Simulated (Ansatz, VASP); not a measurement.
# Si2W in VASP and in Ansatz

File INCAR:

```
  PREC = Accurate
  ENCUT = 520
  EDIFF = 1E-6
  ISMEAR = 0
  SIGMA = 0.15
  LREAL = F
  LASPH = T
  NELM = 100
  ALGO = Normal
  ISIF = 2
  LWAVE = F
  LCHARG = F
  NBANDS = 18
```

The input KPOINTS:

```
Automatic mesh
0
Gamma
  20 20 20
```

POSCAR

```
Si2W
1.0
   -1.4659014325      1.4659014325      4.0378254959
    1.4659014325     -1.4659014325      4.0378254959
    1.4659014325      1.4659014325     -4.0378254959
Si W
2 1
Direct
    0.3346644983      0.3346644983      0.0000000000
    0.6653355017      0.6653355017      0.0000000000
    0.0000000000      0.0000000000      0.0000000000
```

Input for Ansatz:

```yaml
crystal:
  lattice:
    - [-1.4659014325, 1.4659014325, 4.0378254959]
    - [1.4659014325, -1.4659014325, 4.0378254959]
    - [1.4659014325, 1.4659014325, -4.0378254959]
  atoms:
    - { symbol: Si, position: [0.3346644983, 0.3346644983, 0.0] }
    - { symbol: Si, position: [0.6653355017, 0.6653355017, 0.0] }
    - { symbol: W, position: [0.0, 0.0, 0.0] }
basis:
  ecutwfc: 420
kpoints:
  mp_grid: { grid: [20, 20, 20] }
hamiltonian:
  xc: lda
  pseudopotentials: { kind: paw, azcp: { folder: soft_1 } }
scf:
  occupations: { method: gaussian, width: 0.15 }
output:
  forces: true
  stress: true
  eigenvalues: true
  write_density: true
  write_potential: true
  elf: true
  volumetric_format: npy
```

Alike in both runs: task single point; functional LDA; k mesh 20 × 20 × 20; occupations gaussian, width 0.15 eV; no spin polarisation.

|  | VASP | Ansatz |
| --- | --- | --- |
| version | VASP 6.6.1 | Ansatz 0.2.0 |
| potentials or method | VASP PAW LDA potentials, release 64 (Si, W_sv), cutoff 520 eV | scalar-relativistic, plane waves, PAW |
| valence electrons in the cell | 22 | 22 |

VASP gave:

* gap on the k mesh at the Fermi level (eV): none
* rms of the force components (eV/Å): 0.255

Problem. Estimate Ansatz's values.

Solution. gap on the k mesh at the Fermi level (eV): none; rms of the force components (eV/Å): 0.238.

Ansatz warns that its potentials were made for another functional, while VASP's fit it. LDA's correlation is that of Perdew and Zunger in VASP and of Perdew and Wang (1992) in Ansatz. Atom by atom the forces differ by 0.017 eV/Å (rms over components). A gap of «none» marks a metal or a gap that the smearing closes.

Spin-orbit coupling is off throughout.
